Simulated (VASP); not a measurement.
Input of a VASP 6.6.1 run:

The input POSCAR:

```
SnO
1.0
    3.7926488416      0.0000000000      0.0000000000
    0.0000000000      3.7926488416      0.0000000000
    0.0000000000      0.0000000000      4.9828014790
Sn O
2 2
Direct
    0.5000000000      0.0000000000      0.2315746403
    0.0000000000      0.5000000000      0.7684253597
    0.0000000000      0.0000000000      0.0000000000
    0.5000000000      0.5000000000      0.0000000000
```

INCAR.step1

```
PREC = Accurate
ENCUT = 910
ISMEAR = 0
SIGMA = 0.01
LREAL = False
LASPH = True
NELM = 120
NBANDS = 28
GGA = PE
ALGO = Normal
EDIFF = 1E-5
LWAVE = True
LCHARG = False
GGA_COMPAT = False
```

File INCAR.step2:

```
PREC = Accurate
ENCUT = 910
EDIFF = 1E-6
ISMEAR = 0
SIGMA = 0.01
LREAL = False
LASPH = True
NELM = 120
ALGO = Normal
ISIF = 2
LWAVE = False
LCHARG = False
METAGGA = R2SCAN
LMIXTAU = True
NBANDS = 28
ISTART = 1
GGA_COMPAT = False
```

KPOINTS

```
Automatic mesh
0
Gamma
  6 6 6
```

Potentials or basis: VASP PAW PBE potentials, release 64 (Sn_d, O_h).

Run with:

```bash
$ cat potpaw_PBE.64/Sn_d/POTCAR potpaw_PBE.64/O_h/POTCAR > POTCAR
$ cp INCAR.step1 INCAR
$ mpirun -np 1 vasp_std > vasp.out
$ cp INCAR.step2 INCAR
$ mpirun -np 1 vasp_std > vasp.out
```

Problem. Estimate the largest force.

Solution. 0.118 eV/Å.

Problem. Predict the band gap on the k mesh.

Solution. 0.35 eV (least direct gap 2.34 eV).

Forces in eV/Å, atoms in the order of the input:
```
Sn   0.000  0.000  0.118
Sn   0.000  0.000 -0.118
O    0.000  0.000  0.000
O    0.000  0.000  0.000
```

Caveat: the cell differs from its parent crystal (uniaxial z strain +4.7%); the PAW data sets were made with another functional, which shifts forces and pressure a little; spin-orbit coupling is left out, which moves the levels of the heavy elements. A k mesh can miss the band edges.
